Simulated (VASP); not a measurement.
**BN: electric field gradients with PBEsol**

BN:

```xyz
4
Lattice="2.5040 -0.0250 -0.0250 -1.2737 2.1810 -0.0092 -0.0666 -0.0666 6.6612" Properties=species:S:1:pos:R:3 pbc="T T T"
B    -0.0311    1.4290    1.6508
B     1.1948    0.6604    4.9762
N    -0.0644    1.3957    4.9814
N     1.2281    0.6937    1.6456
```

This cell differs from its parent crystal: equal xy, yz and zx shear strains of -2 %.

- Program: VASP 6.6.1
- Task: electric field gradients
- Functional: PBEsol
- Potentials or basis: VASP PAW PBE potentials, release 64 (B, N)
- Cutoff: 520 eV
- k mesh: 11 × 11 × 4
- Occupations: fermi-dirac, width 0.02 eV
- Spin: no spin polarisation
- Dipole correction: no
- Further INCAR settings: ALGO = Normal; EDIFF = 1e-08; NBANDS = 16

* Pressure: 0.8 GPa
* Largest force: 0.265 eV/Å
* Band gap on the k mesh: 4.16 eV (least direct gap 4.56 eV)
* Largest electric field gradient by atom: B +34.6; N -5.8 V/Å²

Forces in eV/Å, atoms in the order of the input:
```
B    0.260  0.012 -0.003
B   -0.260 -0.012  0.003
N    0.264  0.012 -0.003
N   -0.264 -0.012  0.003
```

Stress tensor (GPa, compression positive):
```
0.88 7.43 0.01
7.43 0.87 0.01
0.01 0.01 0.72
```

Levels at points of the mesh, in eV from the valence-band top:
| k point | band 5 | band 6 | band 7 | band 8 | band 9 | band 10 | band 11 | band 12 |
| --- | --- | --- | --- | --- | --- | --- | --- | --- |
| (0.00, 0.00, 0.00) | -1.39 | -1.35 | -1.29 | -1.26 | 5.00 | 10.11 | 11.16 | 11.36 |
| (0.00, 0.00, 0.50) | -1.37 | -1.37 | -1.27 | -1.27 | 7.38 | 7.39 | 11.28 | 11.29 |

Electric field gradients, principal values (V/Å²):
| atom | least | middle | greatest (by size) |
| --- | --- | --- | --- |
| 1 B | -16.464 | -18.182 | 34.646 |
| 2 B | -16.464 | -18.182 | 34.646 |
| 3 N | 1.564 | 4.186 | -5.750 |
| 4 N | 1.564 | 4.186 | -5.750 |

It took 2.3 min on 1 thread of Intel(R) Xeon(R) Platinum 8259CL CPU @ 2.50GHz (Skylake/Cascade Lake) (shared host), peak memory 0.23 GiB.

Caveat: the cell differs from its parent crystal (equal xy, yz and zx shear strains of -2 %); without QUAD_EFG the Cq values of the log hold for a quadrupole moment of 1 mb, not for the nuclei; the PAW data sets were made with another functional, which shifts forces and pressure a little; an odd mesh through Γ misses points on the zone boundary, where band edges can lie.
